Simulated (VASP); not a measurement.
Runs of VASP 6.6.1 on Cu. The structure is that of space group P6_3/mmc (No. 194), or close to it. The cells are those of the table. This isn't the form of Cu at room conditions, which is fcc.

```csv
cell,gap on the mesh (eV),pressure (GPa)
"a = 2.465, b = 2.465, c = 4.315 Å, angles 90.0, 90.0, 120.0°, 2 atoms",none,7.4
"a = 2.568, b = 2.568, c = 4.026 Å, angles 90.0, 90.0, 120.0°, 2 atoms",none,(a)
"a = 2.722, b = 2.722, c = 4.021 Å, angles 90.0, 90.0, 120.0°, 2 atoms",none,-8.9
"a = 2.619, b = 2.619, c = 4.145 Å, angles 90.0, 90.0, 120.0°, 2 atoms",none,-5.2
```

Alike in all rows: task single point; level PBE; potentials or basis VASP PAW PBE potentials, release 64 (Cu_sv_GW); no spin polarisation; k mesh 24 × 24 × 12; cutoff (eV) 820; smearing gaussian 0.1 eV.

Estimate the missing entries.

(a) 4.7.

Caveats: the stress differs along the axes, from -2 to 12 GPa (at least some runs); the stress differs along the axes, from 2 to 10 GPa (at least some runs); the stress differs along the axes, from -13 to -2 GPa (at least some runs); the stress differs along the axes, from -7 to -2 GPa (at least some runs).

A gap of «none» marks levels without a gap at the run's occupations.
